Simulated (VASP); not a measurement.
Input of a VASP 6.6.1 run:

Contents of INCAR:

```
PREC = Accurate
ENCUT = 560
EDIFF = 1E-6
ISMEAR = 0
SIGMA = 0.1
LREAL = False
LASPH = True
NELM = 120
ALGO = Normal
ISIF = 2
LWAVE = False
LCHARG = True
GGA = PS
LELF = True
LVHAR = True
NBANDS = 78
GGA_COMPAT = False
```

Contents of KPOINTS:

```
regular mesh
0
Gamma
  4 4 4
```

Contents of POSCAR:

```
Ir
1.0
    4.8773957365      0.0000000000      0.0000000000
    0.0000000000      4.8773957365      0.0000000000
    0.0000000000      0.0000000000      4.8773957365
Ir
8
Direct
    0.5000000000      0.5000000000      0.5000000000
    0.0000000000      0.0000000000      0.0000000000
    0.2500000000      0.0000000000      0.5000000000
    0.5000000000      0.2500000000      0.0000000000
    0.5000000000      0.7500000000      0.0000000000
    0.7500000000      0.0000000000      0.5000000000
    0.0000000000      0.5000000000      0.7500000000
    0.0000000000      0.5000000000      0.2500000000
```

Potentials or basis: VASP PAW PBE potentials, release 64 (Ir_sv_GW).

Run with:

```sh
$ cat potpaw_PBE.64/Ir_sv_GW/POTCAR > POTCAR
$ mpirun -np 1 vasp_std > vasp.out
```

Task: What does it give for the pressure?

Result: 1.3 GPa.

Task: Predict the band gap on the k mesh.

Result: Zero (bands 68 and 69 overlap by 0.54 eV).

Caveat: the PAW data sets were made with another functional, which shifts forces and pressure a little; spin-orbit coupling is left out, which moves the levels of the heavy elements.
